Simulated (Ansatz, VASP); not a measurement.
**One calculation of HfC, two programs**

```xyz
2
Lattice="0.0000 2.3250 2.3250 2.3250 0.0000 2.3250 2.3250 2.3250 0.0000" Properties=species:S:1:pos:R:3 pbc="T T T"
Hf    2.3250    2.3250    2.3250
C     0.0000    0.0000    0.0000
```

Alike in both runs: task single point; functional PBE; k mesh 6 × 6 × 6; occupations gaussian, width 0.1 eV; no spin polarisation.

|  | VASP | Ansatz |
| --- | --- | --- |
| version | VASP 6.6.1 | Ansatz 0.2.0 |
| potentials or method | VASP PAW PBE potentials, release 64 (Hf_pv, C), cutoff 600 eV | scalar-relativistic, plane waves, PAW |
| valence electrons in the cell | 14 | 30 |

Ansatz gave:

```
gap on the k mesh at the Fermi level (eV) : none
pressure (GPa)                            : 0.3
```

Q: Estimate VASP's values.

A: gap on the k mesh at the Fermi level (eV): none; pressure (GPa): -0.5.

A gap of «none» marks a metal or a gap that the smearing closes. VASP's potentials hold 14 valence electrons a cell and Ansatz's 30, so a difference there can come from the potentials and not from the codes.

The k mesh is coarse, so the values compare programs but aren't converged. Spin-orbit coupling is off throughout.
